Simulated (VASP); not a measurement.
Wanted: the native input for a VASP 6.6.1 run.

| Quantity | Value |
| --- | --- |
| Task | single point |
| Functional | PBE |
| Potentials or basis | VASP PAW PBE potentials, release 64 (Zr_sv) |
| Cutoff | 520 eV |
| k mesh | 8 × 8 × 11 |
| Occupations | fermi-dirac, width 0.1 eV |
| Spin | no spin polarisation |
| Dipole correction | no |
| Further INCAR settings | ALGO = Normal; EDIFF = 1e-06; NBANDS = 25 |

The structure of Zr lies in POSCAR:

```
Zr
1.0
    4.8357020807      0.0000000000      0.0000000000
   -2.4178510403      4.1878408470      0.0000000000
    0.0000000000      0.0000000000      3.0150897547
Zr
3
Direct
    0.0000000000      0.0000000000      0.0000000000
    0.3333333333      0.6666666667      0.5000000000
    0.6666666667      0.3333333333      0.5000000000
```

This cell differs from its parent crystal: volume scaled by 0.88.

One way to write it, as run:

INCAR

```
SYSTEM = Zr
  PREC = Accurate
  ENCUT = 520
  EDIFF = 1E-6
  ISMEAR = -1
  SIGMA = 0.1
  LREAL = .FALSE.
  LASPH = .TRUE.
  NELM = 100
  ALGO = Normal
  ISIF = 2
  LWAVE = .FALSE.
  LCHARG = .FALSE.
  GGA = PE
  NBANDS = 25
```

KPOINTS

```
regular mesh
0
G
  8 8 11
  0 0 0
```

Potentials or basis: VASP PAW PBE potentials, release 64 (Zr_sv).

Run with:

```console
$ cat potpaw_PBE.64/Zr_sv/POTCAR > POTCAR
$ mpirun -np 1 vasp_std > vasp.out
```

It gave:

| Quantity | Value |
| --- | --- |
| Pressure | 15.2 GPa |
| Band gap on the k mesh | zero (band 18 reaches 10.79 eV, above the bottom of band 19 at 10.09 eV) |

Wall time 90 s on 1 thread of Intel Xeon 8259CL, with other jobs on the host, peak memory 0.22 GiB.
